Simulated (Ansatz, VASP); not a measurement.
## Si2W: VASP beside Ansatz

File INCAR:

```
ALGO = Normal
EDIFF = 1E-7
ENCUT = 520
GGA = PE
ISIF = 2
ISMEAR = 0
LASPH = True
LCHARG = False
LREAL = False
LWAVE = False
NBANDS = 43
NELM = 100
PREC = Accurate
SIGMA = 0.03
```

The input KPOINTS:

```
k-points
0
Gamma
  9 9 6
```

File POSCAR:

```
Si2W
1.0
    4.6907127290      0.0000000000      0.0000000000
   -2.3453563645      4.0622763851      0.0000000000
    0.0000000000      0.0000000000      6.4323743652
Si W
6 3
Direct
    0.8551111253      0.7102222506      0.5000000000
    0.1448888747      0.8551111253      0.8333333333
    0.7102222506      0.8551111253      0.1666666667
    0.1448888747      0.2897777494      0.5000000000
    0.8551111253      0.1448888747      0.8333333333
    0.2897777494      0.1448888747      0.1666666667
    0.0000000000      0.5000000000      0.1666666667
    0.5000000000      0.5000000000      0.8333333333
    0.5000000000      0.0000000000      0.5000000000
```

Input for Ansatz:

```yaml
crystal:
  lattice:
    - [4.690712729, 0.0, 0.0]
    - [-2.3453563645, 4.0622763851, 0.0]
    - [0.0, 0.0, 6.4323743652]
  atoms:
    - { symbol: Si, position: [0.8551111253, 0.7102222506, 0.5] }
    - { symbol: Si, position: [0.1448888747, 0.8551111253, 0.8333333333] }
    - { symbol: Si, position: [0.7102222506, 0.8551111253, 0.1666666667] }
    - { symbol: Si, position: [0.1448888747, 0.2897777494, 0.5] }
    - { symbol: Si, position: [0.8551111253, 0.1448888747, 0.8333333333] }
    - { symbol: Si, position: [0.2897777494, 0.1448888747, 0.1666666667] }
    - { symbol: W, position: [0.0, 0.5, 0.1666666667] }
    - { symbol: W, position: [0.5, 0.5, 0.8333333333] }
    - { symbol: W, position: [0.5, 0.0, 0.5] }
basis:
  ecutwfc: 420
kpoints:
  mp_grid: { grid: [9, 9, 6] }
hamiltonian:
  xc: pbe
  pseudopotentials: { kind: paw, azcp: { folder: soft_1 } }
scf:
  occupations: { method: gaussian, width: 0.03 }
output:
  forces: true
  stress: true
  eigenvalues: true
```

Alike in both runs: task single point; functional PBE; k mesh 9 × 9 × 6; occupations gaussian, width 0.03 eV; no spin polarisation.

|  | VASP | Ansatz |
| --- | --- | --- |
| version | VASP 6.6.1 | Ansatz 0.2.0 |
| potentials or method | VASP PAW PBE potentials, release 64 (Si, W_sv), cutoff 520 eV | scalar-relativistic, plane waves, PAW |
| valence electrons in the cell | 66 | 66 |

|  | VASP | Ansatz | Ansatz less VASP |
| --- | --- | --- | --- |
| gap on the k mesh at the Fermi level (eV) | none | none | - |
| pressure (GPa) | 3.8 | 3.9 | +0.02 |
| traceless stress, the component that is largest in VASP (GPa) | 4.79 | 4.81 | +0.024 |
| rms of the force components (eV/Å) | 1.297 | 1.302 | +0.0058 |

Atom by atom the forces differ by 0.006 eV/Å (rms over components). A gap of «none» marks a metal or a gap that the smearing closes.

Spin-orbit coupling is off throughout.
